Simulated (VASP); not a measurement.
# Fe: single point with r2SCAN

Crystal: Fe.

```xyz
1
Lattice="0.0000 1.8235 1.8235 1.8235 0.0000 1.8235 1.8235 1.8235 0.0000" Properties=species:S:1:pos:R:3 pbc="T T T"
Fe    0.0000    0.0000    0.0000
```

```
Program                : VASP 6.6.1
Task                   : single point
Functional             : r2SCAN
Potentials or basis    : VASP PAW PBE potentials, release 64 (Fe)
Cutoff                 : 520 eV
k mesh                 : 20 × 20 × 20
Occupations            : gaussian, width 0.1 eV
Spin                   : collinear spin, ferromagnetic start
Starting moments       : [3.11] μB
Dipole correction      : no
Further INCAR settings : ALGO = Normal; EDIFF = 1e-07; NBANDS = 14
```

* Pressure: -0.4 GPa
* Net moment: 2.80 μB per cell
* Site moments: Fe +2.86 μB
* Valence electrons inside the program's atomic spheres: Fe 7.14

Levels at points of the mesh, in eV from the Fermi level:
Spin up:
```csv
k point,band 3,band 4,band 5,band 6,band 7,band 8
"(0.00, 0.00, 0.00)",-3.47,-3.47,-2.58,-2.58,22.36,26.29
"(0.50, 0.00, 0.00)",-3.66,-1.64,-1.64,-0.45,5.45,20.93
"(0.50, 0.50, 0.00)",-1.83,-1.34,-1.34,2.23,8.80,14.10
```
Spin down:
| k point | band 1 | band 2 | band 3 | band 4 | band 5 | band 6 | band 7 | band 8 |
| --- | --- | --- | --- | --- | --- | --- | --- | --- |
| (0.00, 0.00, 0.00) | -9.36 | 0.06 | 0.06 | 0.06 | 2.05 | 2.05 | 21.58 | 27.37 |
| (0.50, 0.00, 0.00) | -3.89 | -0.91 | 0.22 | 0.22 | 2.71 | 2.71 | 7.89 | 20.30 |
| (0.50, 0.50, 0.00) | -3.37 | -2.62 | 2.03 | 2.71 | 2.71 | 2.99 | 11.05 | 14.93 |

Run time: 8.7 min on 1 thread of Intel(R) Xeon(R) Platinum 8488C (Sapphire Rapids) (shared host), peak memory 0.18 GiB.

Caveat: the PAW data sets were made with another functional, which shifts forces and pressure a little.
